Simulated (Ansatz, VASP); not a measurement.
ReS in VASP and in Ansatz

```
CELL_PARAMETERS angstrom
0.00000 2.57408 2.57408
2.57408 0.00000 2.57408
2.57408 2.57408 0.00000
ATOMIC_POSITIONS crystal
Re 0.00000 0.00000 0.00000
S 0.25000 0.25000 0.25000
```

Alike in both runs: task single point; functional PBEsol; k mesh 10 × 10 × 10; occupations gaussian, width 0.05 eV; collinear spin.

|  | VASP | Ansatz |
| --- | --- | --- |
| version | VASP 6.6.1 | Ansatz 0.2.0 |
| potentials or method | VASP PAW PBE potentials, release 64 (Re_sv_GW, S), cutoff 560 eV | scalar-relativistic, plane waves, PAW |
| valence electrons in the cell | 21 | 21 |

```tsv
	VASP	Ansatz	Ansatz less VASP
gap on the k mesh at the Fermi level (eV)	none	none	-
pressure (GPa)	3.6	4.2	+0.52
net moment per atom (μB)	0.01	0.02	+0.008
size of the moment on the site where the two differ most (μB)	0.04	0.02	-0.016
```

VASP's potentials were made for PBE, not for PBEsol. Site moments also hang on the region over which each program counts them. A gap of «none» marks a metal or a gap that the smearing closes. With one functional, cell and mesh, what is left measures potentials, basis and numerics.

Neither program's run includes spin-orbit coupling.
